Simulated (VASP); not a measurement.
Input of a VASP 6.6.1 run:

Contents of INCAR:

```
PREC = Accurate
ENCUT = 520
EDIFF = 1E-7
ISMEAR = 0
SIGMA = 0.1
LREAL = F
LASPH = T
NELM = 60
ALGO = Normal
ISIF = 2
LWAVE = F
LCHARG = T
LDIPOL = T
IDIPOL = 3
DIPOL = 0.5 0.5 0.420
GGA = PS
LELF = T
LVHAR = T
LVACPOTAV = T
NBANDS = 27
```

Contents of KPOINTS:

```
regular mesh
0
Gamma
  12 12 1
```

Contents of POSCAR:

```
Al9N
1.0
    2.8360890834      0.0000000000      0.0000000000
   -1.4180445417      2.4561251936      0.0000000000
    0.0000000000      0.0000000000     34.1378324787
Al N
9 1
Direct
    0.3333333333      0.6666666667      0.1171720554
    0.0000000000      0.0000000000      0.1854391565
    0.6666666667      0.3333333333      0.2537062577
    0.0000000000      0.0000000000      0.3219733588
    0.3333333333      0.6666666667      0.3896661213
    0.0000000000      0.0000000000      0.4573304602
    0.6666666667      0.3333333333      0.5260691494
    0.0000000000      0.0000000000      0.5941774940
    0.3333333333      0.6666666667      0.6631303406
    0.5000000000      1.3333333333      0.6945644262
```

Potentials or basis: VASP PAW PBE potentials, release 64 (Al, N).

Launch:

```sh
$ cat potpaw_PBE.64/Al/POTCAR potpaw_PBE.64/N/POTCAR > POTCAR
$ mpirun -np 1 vasp_std > vasp.out
```

(1) Estimate the largest force.

(2) What does it give for the band gap on the k mesh?

## Answers

(1) 5.467 eV/Å.

(2) zero (bands 16 and 17 overlap by 3.04 eV).

Caveat: the PAW data sets were made with another functional, which shifts forces and pressure a little.
